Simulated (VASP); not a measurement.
Here is a VASP 6.6.1 calculation.

Contents of INCAR:

```
  PREC = Accurate
  ENCUT = 520
  EDIFF = 1E-6
  ISMEAR = 0
  SIGMA = 0.1
  LREAL = F
  LASPH = T
  NELM = 80
  ALGO = Normal
  ISIF = 2
  LWAVE = F
  LCHARG = T
  GGA = PE
  LELF = T
  LVHAR = T
  NBANDS = 66
```

KPOINTS

```
regular mesh
0
Gamma
  10 10 4
```

POSCAR

```
GeW
1.0
    3.2419414465      0.0000000000      0.0000000000
    0.0000000000      3.2419414465      0.0000000000
    0.0000000000      0.0000000000     12.9278118680
Ge W
4 4
Direct
    0.5000000000      0.0000000000      0.7129172828
    0.0000000000      0.5000000000      0.5759888778
    0.0000000000      0.5000000000      0.2870827172
    0.5000000000      0.0000000000      0.4240111222
    0.5000000000      0.0000000000      0.9389011972
    0.0000000000      0.5000000000      0.0610988028
    0.0000000000      0.5000000000      0.8209612739
    0.5000000000      0.0000000000      0.1790387261
```

Potentials or basis: VASP PAW PBE potentials, release 64 (Ge_d, W_sv).

Run with:

```bash
$ cat potpaw_PBE.64/Ge_d/POTCAR potpaw_PBE.64/W_sv/POTCAR > POTCAR
$ mpirun -np 1 vasp_std > vasp.out
```

Question: Estimate the band gap on the k mesh.

Answer: Zero (bands 56 and 57 overlap by 1.44 eV).

Question: Estimate the largest force.

Answer: 0.018 eV/Å.

Question: Predict the pressure.

Answer: 0.3 GPa.

Forces on the atoms (eV/Å):
```
Ge   0.000  0.000 -0.018
Ge   0.000  0.000 -0.008
Ge   0.000  0.000  0.018
Ge   0.000  0.000  0.008
W    0.000  0.000  0.004
W    0.000  0.000 -0.004
W    0.000  0.000 -0.014
W    0.000  0.000  0.014
```

Caveat: spin-orbit coupling is left out, which moves the levels of the heavy elements.
